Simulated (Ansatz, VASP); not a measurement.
## Two plane-wave programs on Ta4N5

```xyz
9
Lattice="-3.3881 3.3881 2.1199 3.3881 -3.3881 2.1199 3.3881 3.3881 -2.1199" Properties=species:S:1:pos:R:3 pbc="T T T"
Ta    0.7091    1.9295    2.1199
Ta    1.9295   -0.7091    2.1199
Ta    1.4586    4.0972    0.0000
Ta    2.6790    1.4586    0.0000
N     0.0000    0.0000    2.1199
N    -1.3091    2.7671    2.1199
N     2.7671    1.3091    2.1199
N     0.6210    2.0790    0.0000
N     4.6972    0.6210    0.0000
```

Alike in both runs: functional LDA; k mesh 6 × 6 × 6; occupations gaussian, width 0.1 eV; no spin polarisation.

Ansatz relaxed the structure, and its values are those at the end. VASP's run is a single point on that final structure, the one shown.

```csv
,VASP,Ansatz
version,VASP 6.6.1,Ansatz 0.2.0
potentials or method,"VASP PAW LDA potentials, release 64 (Ta_pv, N), cutoff 520 eV","scalar-relativistic, plane waves, PAW"
valence electrons in the cell,69,77
```

|  | VASP | Ansatz | Ansatz less VASP |
| --- | --- | --- | --- |
| gap on the k mesh at the Fermi level (eV) | none | none | - |
| pressure (GPa) | 1.8 | 0.0 | -1.84 |
| rms of the force components (eV/Å) | 0.023 | 0.009 | -0.0136 |

LDA's correlation is that of Perdew and Zunger in VASP and of Perdew and Wang (1992) in Ansatz. A gap of «none» marks a metal or a gap that the smearing closes. VASP's potentials hold 69 valence electrons a cell and Ansatz's 77, so a difference there can come from the potentials and not from the codes.

Spin-orbit coupling is off throughout.
